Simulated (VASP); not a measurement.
Crystal: SiC.

```xyz
2
Lattice="1.3528 0.7810 4.4183 -1.3528 0.7810 4.4183 0.0000 -1.5621 4.4183" Properties=species:S:1:pos:R:3 pbc="T T T"
Si    0.0000    0.0000    0.0000
C     0.0000    0.0000    6.6274
```

* Program: VASP 6.6.1
* Task: relaxation of cell and atoms
* Functional: PBE
* Potentials or basis: VASP PAW PBE potentials, release 64 (Si, C)
* Cutoff: 600 eV
* k mesh: 6 × 6 × 6
* Occupations: gaussian, width 0.1 eV
* Spin: no spin polarisation

At the start: pressure -18.5 GPa; volume 14.01 Å³/atom.

Problem. Where does the relaxation end?

Solution. Over 13 steps the energy falls by 2177.8 meV/atom and the volume is 8.31 Å³/atom (-40.6 %); space group Fm-3m (No. 225, to 0.05 Å).

The path:
```
step  energy change (eV)  largest force (eV/Å)  pressure (GPa)  volume (Å³)
   1              0.0000                0.0000          -18.48        28.01
   2             -0.8444                0.0000           -9.13        21.91
   3             -1.0121                0.0000            5.17        19.48
   4             -1.0261                0.0000            9.61        18.92
   5             -1.9433                0.0000           14.39        17.43
   6              3.0318                0.0000          330.62        10.42
   7             -4.0858                0.0000           38.47        14.85
   8             -3.9626                0.0000           56.73        14.21
   9             -4.0837                0.0000           44.60        14.62
  10             -4.1246                0.0000           15.25        16.02
  11             -4.2248                0.0000           26.24        15.32
  12             -4.3531                0.0000            3.59        16.42
  13             -4.3557                0.0000            0.24        16.62
```

Final structure:
```
Si C
1.0
     1.43120    0.82630    2.34295
    -1.43120    0.82630    2.34295
     0.00000   -1.65260    2.34295
Si C
1 1
Direct
  0.00000 0.00000 0.00000
  0.50000 0.50000 0.50000
```

Caveat: the k points lie up to 0.45 Å⁻¹ apart in the final cell; the volume moved by over 15 % at a fixed basis, so the end points are rough.
